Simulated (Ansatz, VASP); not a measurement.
## Two plane-wave programs on As

```
CELL_PARAMETERS angstrom
3.56557 0.00000 0.00000
-1.78279 3.08788 0.00000
0.00000 0.00000 26.60000
ATOMIC_POSITIONS crystal
As 0.33333 0.66667 0.26318
As 0.66667 0.33333 0.31577
```

Alike in both runs: functional PBE; dispersion D4; k mesh 12 × 12 × 1; occupations gaussian, width 0.03 eV; no spin polarisation.

Ansatz relaxed the structure, and its values are those at the end. VASP's run is a single point on that final structure, the one shown.

|  | VASP | Ansatz |
| --- | --- | --- |
| version | VASP 6.6.1 | Ansatz 0.2.0 |
| potentials or method | VASP PAW PBE potentials, release 64 (As), cutoff 400 eV | scalar-relativistic, plane waves, PAW |
| valence electrons in the cell | 10 | 30 |

```csv
,VASP,Ansatz,Ansatz less VASP
gap on the k mesh at the Fermi level (eV),1.54,1.53,-0.004
least direct gap on the mesh (eV),2.05,2.06,+0.011
rms of the force components (eV/Å),0.047,0.000,-0.0466
```

VASP's potentials hold 10 valence electrons a cell and Ansatz's 30, so a difference there can come from the potentials and not from the codes. Ansatz's warnings: slab cell height set, structure snapped to symmetry.
